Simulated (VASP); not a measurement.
# Y (P6_3/mmc) in VASP: notebook

Y is run at these levels: PBE; tasks: electric field gradients.

Program: VASP 6.6.1. These are calculated values, not measurements. Logs are shortened: lines on timing, memory, paths and dates and some standing lists are left out, and cuts for length are marked.

**1. The cell of the first run**

The structure is hexagonal, space group P6_3/mmc (No. 194). The conventional cell has a = 3.690 Å, b = 3.690 Å, c = 5.581 Å, α = 90.00°, β = 90.00°, γ = 120.00°. Y (site symmetry -6m2) has 12 Y at 3.51 to 3.69 Å within 4.6 Å.

**2. Electric field gradients, PBE (z stretched by -2 % at fixed volume)**

Contents of INCAR:

```
SYSTEM = Y
PREC = Accurate ; ENCUT = 520
EDIFF = 1E-8 ; ISMEAR = -1
SIGMA = 0.08 ; LREAL = .FALSE.
LASPH = .TRUE. ; NELM = 60
ALGO = Normal ; ISIF = 2
LWAVE = .FALSE. ; LCHARG = .FALSE.
GGA = PE ; LEFG = .TRUE.
NBANDS = 18
```

Contents of KPOINTS:

```
Automatic mesh
0
G
  14 14 8
  0 0 0
```

Contents of POSCAR:

```
Y
1.0
    3.6904534982      0.0000000000      0.0000000000
   -1.8452267491      3.1960264809      0.0000000000
    0.0000000000      0.0000000000      5.5808569973
Y
2
Direct
    0.3333333333      0.6666666667      0.2500000000
    0.6666666667      0.3333333333      0.7500000000
```

Potentials or basis: VASP PAW PBE potentials, release 64 (Y_sv).

Launch:

```
$ cat potpaw_PBE.64/Y_sv/POTCAR > POTCAR
$ mpirun -np 1 vasp_std > vasp.out
```

OUTCAR:

```text
SYSTEM = Y
   PREC = Accurate
   ENCUT = 520
   EDIFF = 1E-8
   ISMEAR = -1
   LREAL = .FALSE.
   LASPH = .TRUE.
   NELM = 60
   ISIF = 2
   GGA = PE

 ion  position               nearest neighbor table
   1  0.333  0.667  0.250-   2 3.51   2 3.51   2 3.51   2 3.51   2 3.51   2 3.51
   2  0.667  0.333  0.750-   1 3.51   1 3.51   1 3.51   1 3.51   1 3.51   1 3.51

  LATTYP: Found a hexagonal cell.
 ALAT       =     3.6904534982
 C/A-ratio  =     1.5122415172

  Lattice vectors:

 A1 = (   3.6904534982,   0.0000000000,   0.0000000000)
 A2 = (  -1.8452267491,   3.1960264809,   0.0000000000)
 A3 = (   0.0000000000,   0.0000000000,   5.5808569973)

Analysis of symmetry for initial positions (statically):
=====================================================================
 Subroutine PRICEL returns:
 Original cell was already a primitive cell.

 Routine SETGRP: Setting up the symmetry group for a
 hexagonal supercell.

 Subroutine GETGRP returns: Found 24 space group operations
 (whereof 12 operations were pure point group operations)
 out of a pool of 24 trial point group operations.

The static configuration has the point symmetry D_3d.
 The point group associated with its full space group is D_6h.

Analysis of symmetry for dynamics (positions and initial velocities):
=====================================================================
 Subroutine PRICEL returns:
 Original cell was already a primitive cell.

 Routine SETGRP: Setting up the symmetry group for a
 hexagonal supercell.

 Subroutine GETGRP returns: Found 24 space group operations
 (whereof 12 operations were pure point group operations)
 out of a pool of 24 trial point group operations.

The dynamic configuration has the point symmetry D_3d.
 The point group associated with its full space group is D_6h.

 Subroutine INISYM returns: Found 24 space group operations
 (whereof 12 operations are pure point group operations),
 and found     1 'primitive' translations

----------------------------------------------------------------------------------------

                                     Primitive cell

  volume of cell :      65.8250

  direct lattice vectors                    reciprocal lattice vectors
     3.690453498  0.000000000  0.000000000     0.270969408  0.156444261  0.000000000
[... 118 lines left out ...]
  energy-cutoff  :      520.00
  volume of cell :       65.83
 maximum number of plane-waves:      1786
 NGX is ok and might be reduce to    28
   NGX = 13   NGY = 13   NGZ = 21

 number of electron      22.0000001 magnetization

 Free energy of the ion-electron system (eV)
  ---------------------------------------------------
  ext. energy  EPLUGINS =         0.00000000
  ---------------------------------------------------
  free energy    TOTEN  =       -12.90015879 eV

  energy without entropy =      -12.82433177  energy(sigma->0) =      -12.86224528

 E-fermi :   2.9721     XC(G=0):  -9.4176

 val. band max:        2.9654418373   @ k =   0.3571   0.0000   0.0000
 cond. band min:       2.9808833734   @ k =   0.2143   0.2143   0.3750
 fundamental gap:      0.0154415361
 Fermi energy:         2.9721374702

 k-point     1 :       0.0000    0.0000    0.0000
  band No.  band energies     occupation
      1     -39.7126      2.00000
      2     -39.6292      2.00000
      3     -20.0093      2.00000
      4     -19.5351      2.00000
      5     -19.5351      2.00000
      6     -19.4285      2.00000
[... 481 lines left out ...]
      5     -19.7087      2.00000
      6     -19.6716      2.00000
[... 10 lines left out ...]
     17       7.8668      0.00000
     18       7.9344      0.00000

 [... further k-points ...]
[... 5 lines left out ...]
  --------------------------------------------------------------------------------------
  -------------------------------------------------------------------------------------
  Total       -0.2847416     -0.2847416      0.4315297      0.0000000      0.0000000      0.0000000
  in kB       -6.9305957     -6.9305957     10.5034081      0.0000000      0.0000000      0.0000000
  external PRESSURE =      -1.1192611 kB  Pullay stress =       0.0000000 kB

 VOLUME and BASIS-vectors are now :
 -----------------------------------------------------------------------------
  energy-cutoff  :      520.00
  volume of cell :       65.83
      direct lattice vectors                 reciprocal lattice vectors
     3.690453498  0.000000000  0.000000000     0.270969408  0.156444261  0.000000000
    -1.845226749  3.196026481  0.000000000     0.000000000  0.312888521  0.000000000
     0.000000000  0.000000000  5.580856997     0.000000000  0.000000000  0.179183950

 POSITION                                       TOTAL-FORCE (eV/Angst)
 -----------------------------------------------------------------------------------
     -0.00000      2.13068      1.39521        -0.000000     -0.000000      0.000000
      1.84523      1.06534      4.18564         0.000000      0.000000      0.000000
 -----------------------------------------------------------------------------------
    total drift:                               -0.000000      0.000000     -0.000000

  FREE ENERGIE OF THE ION-ELECTRON SYSTEM (eV)
  ---------------------------------------------------
  free  energy   TOTEN  =       -12.9001587898 eV

  energy  without entropy=      -12.8243317691  energy(sigma->0) =      -12.86224528

 Electric field gradients (V/A^2)
---------------------------------------------------------------------
 ion       V_xx      V_yy      V_zz      V_xy      V_xz      V_yz
---------------------------------------------------------------------
   1     -19.541   -19.541    39.083    -0.000     0.000    -0.000
   2     -19.541   -19.541    39.083    -0.000    -0.000     0.000
---------------------------------------------------------------------

 Electric field gradients after diagonalization (V/A^2)
 (convention: |V_zz| > |V_xx| > |V_yy|)
----------------------------------------------------------------------
 ion       V_xx      V_yy      V_zz     asymmetry (V_yy - V_xx)/ V_zz
----------------------------------------------------------------------
   1     -19.541   -19.541    39.083       0.000
   2     -19.541   -19.541    39.083       0.000
----------------------------------------------------------------------

           NMR quadrupolar parameters

 Cq : quadrupolar parameter    Cq=e*Q*V_zz/h
 eta: asymmetry parameters     (V_yy - V_xx)/ V_zz
 Q  : nuclear electric quadrupole moment in mb (millibarn)
----------------------------------------------------------------------
 ion       Cq(MHz)       eta       Q (mb)
----------------------------------------------------------------------
   1       0.095       0.000       1.000
   2       0.095       0.000       1.000
----------------------------------------------------------------------
```

stdout:

```text
POSCAR found type information on POSCAR Y
 POSCAR found :  1 types and       2 ions
 scaLAPACK will be used
 LDA part: xc-table for (Slater+PW92), standard interpolation
 POSCAR, INCAR and KPOINTS ok, starting setup
 FFT: planning ... GRIDC
 FFT: planning ... GRID_SOFT
 FFT: planning ... GRID
 WAVECAR not read
 entering main loop
ion   1

ion   2
```

Wall time 65 s (1 thread of Intel Xeon 6975P-C (Granite Rapids), shared host); peak memory 0.27 GiB.

Results:

| Property | Result |
| --- | --- |
| Free energy | -12.9002 eV |
| Pressure | -0.1 GPa |
| Band gap on the k mesh | zero (bands 11 and 12 overlap by 1.65 eV) |
| Largest electric field gradient by atom | Y +39.1 V/Å² |

Electric field gradients, principal values (V/Å²):
```
atom    least   middle  greatest (by size)
 1 Y  -19.541  -19.541              39.083
 2 Y  -19.541  -19.541              39.083
```

Caveat: without QUAD_EFG the Cq values of the log hold for a quadrupole moment of 1 mb, not for the nuclei.

**3. Electric field gradients, PBE (x and y stretched by +1.5 %, z held)**

Contents of INCAR:

```
PREC     = Accurate       # precision mode
ENCUT    = 520            # plane-wave cutoff, eV
EDIFF    = 1E-8           # SCF threshold, eV
ISMEAR   = -1             # smearing method
SIGMA    = 0.08           # smearing width, eV
LREAL    = F              # projectors in reciprocal space
LASPH    = T              # aspherical terms in the spheres
NELM     = 60             # most SCF steps
ALGO     = Normal         # electronic algorithm
ISIF     = 2              # what is computed and relaxed
LWAVE    = F              # write WAVECAR
LCHARG   = F              # write CHGCAR
GGA      = PE             # functional
LEFG     = T            
NBANDS   = 18             # bands
```

Contents of KPOINTS:

```
Automatic mesh
0
Gamma
  14 14 8
```

Contents of POSCAR:

```
Y
1.0
    3.7081630104      0.0000000000      0.0000000000
   -1.8540815052      3.2113633683      0.0000000000
    0.0000000000      0.0000000000      5.6947520381
Y
2
Direct
    0.3333333333      0.6666666667      0.2500000000
    0.6666666667      0.3333333333      0.7500000000
```

Potentials or basis: VASP PAW PBE potentials, release 64 (Y_sv).

Launch:

```
$ cat potpaw_PBE.64/Y_sv/POTCAR > POTCAR
$ mpirun -np 1 vasp_std > vasp.out
```

OUTCAR:

```text
PREC = Accurate
   ENCUT = 520
   EDIFF = 1E-8
   ISMEAR = -1
   LREAL = F
   LASPH = T
   NELM = 60
   ISIF = 2
   GGA = PE

 ion  position               nearest neighbor table
   1  0.333  0.667  0.250-   2 3.56   2 3.56   2 3.56   2 3.56   2 3.56   2 3.56
   2  0.667  0.333  0.750-   1 3.56   1 3.56   1 3.56   1 3.56   1 3.56   1 3.56

  LATTYP: Found a hexagonal cell.
 ALAT       =     3.7081630104
 C/A-ratio  =     1.5357340069

  Lattice vectors:

 A1 = (   3.7081630104,   0.0000000000,   0.0000000000)
 A2 = (  -1.8540815052,   3.2113633683,   0.0000000000)
 A3 = (   0.0000000000,   0.0000000000,   5.6947520381)

Analysis of symmetry for initial positions (statically):
=====================================================================
 Subroutine PRICEL returns:
 Original cell was already a primitive cell.

 Routine SETGRP: Setting up the symmetry group for a
[... 695 lines left out ...]
  energy-cutoff  :      520.00
  volume of cell :       67.81
      direct lattice vectors                 reciprocal lattice vectors
     3.708163010  0.000000000  0.000000000     0.269675307  0.155697111  0.000000000
    -1.854081505  3.211363368  0.000000000     0.000000000  0.311394223  0.000000000
     0.000000000  0.000000000  5.694752038     0.000000000  0.000000000  0.175600271

 POSITION                                       TOTAL-FORCE (eV/Angst)
 -----------------------------------------------------------------------------------
     -0.00000      2.14091      1.42369         0.000000      0.000000      0.000000
      1.85408      1.07045      4.27106        -0.000000      0.000000      0.000000
 -----------------------------------------------------------------------------------
    total drift:                                0.000000     -0.000000      0.000000

  FREE ENERGIE OF THE ION-ELECTRON SYSTEM (eV)
  ---------------------------------------------------
  free  energy   TOTEN  =       -12.8970592128 eV

  energy  without entropy=      -12.8172886401  energy(sigma->0) =      -12.85717393

 Electric field gradients (V/A^2)
---------------------------------------------------------------------
 ion       V_xx      V_yy      V_zz      V_xy      V_xz      V_yz
---------------------------------------------------------------------
   1     -16.113   -16.113    32.226    -0.000    -0.000     0.000
   2     -16.113   -16.113    32.226    -0.000     0.000    -0.000
---------------------------------------------------------------------

 Electric field gradients after diagonalization (V/A^2)
 (convention: |V_zz| > |V_xx| > |V_yy|)
----------------------------------------------------------------------
 ion       V_xx      V_yy      V_zz     asymmetry (V_yy - V_xx)/ V_zz
----------------------------------------------------------------------
   1     -16.113   -16.113    32.226       0.000
   2     -16.113   -16.113    32.226       0.000
----------------------------------------------------------------------

           NMR quadrupolar parameters

 Cq : quadrupolar parameter    Cq=e*Q*V_zz/h
 eta: asymmetry parameters     (V_yy - V_xx)/ V_zz
 Q  : nuclear electric quadrupole moment in mb (millibarn)
----------------------------------------------------------------------
 ion       Cq(MHz)       eta       Q (mb)
----------------------------------------------------------------------
   1       0.078       0.000       1.000
   2       0.078       0.000       1.000
----------------------------------------------------------------------
```

stdout:

```text
POSCAR found type information on POSCAR Y
 POSCAR found :  1 types and       2 ions
 scaLAPACK will be used
 LDA part: xc-table for (Slater+PW92), standard interpolation
 POSCAR, INCAR and KPOINTS ok, starting setup
 FFT: planning ... GRIDC
 FFT: planning ... GRID_SOFT
 FFT: planning ... GRID
 WAVECAR not read
 entering main loop
ion   1

ion   2
```

It took 61 s on 1 thread of Intel Xeon 6975P-C (Granite Rapids), shared host; peak memory 0.27 GiB.

What came out:

```
Free energy                             : -12.8971 eV
Pressure                                : -1.3 GPa
Band gap on the k mesh                  : zero (bands 11 and 12 overlap by 1.52 eV)
Largest electric field gradient by atom : Y +32.2 V/Å²
```

Levels at points of the mesh, in eV from the Fermi level:
| k point | band 8 | band 9 | band 10 | band 11 | band 12 | band 13 | band 14 | band 15 |
| --- | --- | --- | --- | --- | --- | --- | --- | --- |
| (0.00, 0.00, 0.00) | -22.45 | -4.62 | -1.77 | 0.94 | 1.70 | 1.70 | 2.16 | 2.32 |
| (0.50, 0.00, 0.00) | -22.54 | -1.67 | -1.12 | -0.73 | -0.20 | 1.37 | 1.44 | 2.10 |
| (0.00, 0.00, 0.50) | -22.54 | -3.18 | -3.18 | 1.02 | 1.02 | 1.59 | 1.59 | 1.59 |
| (0.50, 0.00, 0.50) | -22.59 | -1.59 | -1.59 | 0.11 | 0.11 | 1.32 | 1.32 | 2.64 |

Electric field gradients, principal values (V/Å²):
```csv
atom,least,middle,greatest (by size)
1 Y,-16.113,-16.113,32.226
2 Y,-16.113,-16.113,32.226
```

Caveat: the cell differs from its parent crystal (x and y stretched by +1.5 %, z held); without QUAD_EFG the Cq values of the log hold for a quadrupole moment of 1 mb, not for the nuclei.
